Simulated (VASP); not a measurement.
Set up this calculation in VASP 6.6.1, as the native input.

```yaml
Task: single point
Functional: PBEsol
Potentials_or_basis: VASP PAW PBE potentials, release 64 (Si, Ni)
Cutoff: 520 eV
k_mesh: 16 × 16 × 16
Occupations: gaussian, width 0.15 eV
Spin: no spin polarisation
Dipole_correction: no
Further_INCAR_settings: ALGO = Normal; EDIFF = 1e-06; NBANDS = 16
```

The structure of Si2Ni lies in POSCAR:

```
Si2Ni
1.0
    0.0000000000      2.6957048548      2.6957048548
    2.6957048548      0.0000000000      2.6957048548
    2.6957048548      2.6957048548      0.0000000000
Si Ni
2 1
Direct
    0.1804449077      0.3195550923      0.3195550923
    0.6804449077      0.8195550923      0.8195550923
    0.0000000000      0.0000000000      0.0000000000
```

This cell differs from its parent crystal: all Si atoms moved +0.375 Å, as atom 1 along Cartesian [1 0 0].

These files were run (other wordings do the same):

INCAR

```
SYSTEM = Si2Ni
ALGO = Normal
EDIFF = 1E-6
ENCUT = 520
GGA = PS
ISIF = 2
ISMEAR = 0
LASPH = .True.
LCHARG = .False.
LREAL = .False.
LWAVE = .False.
NBANDS = 16
NELM = 60
PREC = Accurate
SIGMA = 0.15
```

KPOINTS

```
k-points
0
Gamma
  16 16 16
  0 0 0
```

Potentials or basis: VASP PAW PBE potentials, release 64 (Si, Ni).

The run is started by

```console
$ cat potpaw_PBE.64/Si/POTCAR potpaw_PBE.64/Ni/POTCAR > POTCAR
$ mpirun -np 1 vasp_std > vasp.out
```

Results of the run:

* Pressure: 9.5 GPa
* Largest force: 3.733 eV/Å
* Band gap on the k mesh: zero (bands 9 and 10 overlap by 1.59 eV)

Caveat: the cell differs from its parent crystal (all Si atoms moved +0.375 Å, as atom 1 along Cartesian [1 0 0]); the cell stands under pressure; the PAW data sets were made with another functional, which shifts forces and pressure a little.

Wall time 3.8 min on 1 thread of Intel Xeon 8259CL, with other jobs on the host, peak memory 0.33 GiB.
